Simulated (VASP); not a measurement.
A run of VASP 6.6.1:

File INCAR:

```
SYSTEM = GdSi2
PREC = Accurate ; ENCUT = 520
EDIFF = 1E-6 ; ISMEAR = -1
SIGMA = 0.1 ; LREAL = .False.
LASPH = .True. ; NELM = 150
ALGO = Normal ; ISIF = 2
LWAVE = .False. ; LCHARG = .False.
ISPIN = 2 ; MAGMOM = 7 0 0
LORBIT = 11 ; LMAXMIX = 6
GGA = PS ; NBANDS = 24
```

Contents of KPOINTS:

```
Automatic mesh
0
Gamma
  8 8 7
  0 0 0
```

POSCAR

```
GdSi2
1.0
    4.2155842537      0.0000000000      0.0000000000
   -2.1077921216      3.6508030570      0.0000000000
    0.0000000000      0.0000000000      4.2282440528
Gd Si
1 2
Direct
    0.0000000000      0.0000000000      0.0000000000
    0.6666666667      0.3333333333      0.5000000000
    0.3333333333      0.6666666667      0.5000000000
```

Potentials or basis: VASP PAW PBE potentials, release 64 (Gd, Si).

Run with:

```console
$ cat potpaw_PBE.64/Gd/POTCAR potpaw_PBE.64/Si/POTCAR > POTCAR
$ mpirun -np 1 vasp_std > vasp.out
```

Hardware: 1 thread of AMD EPYC 7R43 64-Core Processor (Zen 3) (shared host).

Problem. Estimate the wall time of this run.

Solution. It took 5 min on 1 thread of AMD EPYC 7R43 64-Core Processor (Zen 3) (shared host), peak memory 0.24 GiB. Counts: scf iterations 26, k points 40.
